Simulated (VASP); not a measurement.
Input of a VASP 6.6.1 run:

INCAR

```
  ALGO = Normal
  EDIFF = 1E-6
  ENCUT = 600
  GGA = PE
  GGA_COMPAT = False
  ISIF = 2
  ISMEAR = -1
  ISPIN = 2
  LASPH = True
  LCHARG = True
  LELF = True
  LMAXMIX = 4
  LORBIT = 11
  LREAL = False
  LVHAR = True
  LWAVE = False
  MAGMOM = 0.65 0.694 0.694
  NBANDS = 26
  NELM = 200
  PREC = Accurate
  SIGMA = 0.05
```

The input KPOINTS:

```
k-points
0
Gamma
  10 10 15
```

Contents of POSCAR:

```
Ni
1.0
    4.0946600464      0.0000000000      0.0000000000
   -2.0473300232      3.5460796200      0.0000000000
    0.0000000000      0.0000000000      2.4813684076
Ni
3
Direct
    0.0000000000      0.0000000000      0.0000000000
    0.3333333333      0.6666666667      0.5000000000
    0.6666666667      0.3333333333      0.5000000000
```

Potentials or basis: VASP PAW PBE potentials, release 64 (Ni).

Launch:

```console
$ cat potpaw_PBE.64/Ni/POTCAR > POTCAR
$ mpirun -np 1 vasp_std > vasp.out
```

Problem. What does it give for the site moments?

Solution. Ni +0.64, +0.68 (each value once) μB.

Problem. Predict the net moment.

Solution. 1.94 μB per cell.

Stress tensor (GPa, compression positive):
```
-12.20   0.00   0.00
  0.00 -12.20   0.00
  0.00   0.00 -11.61
```

Caveat: the cell stands under tension.
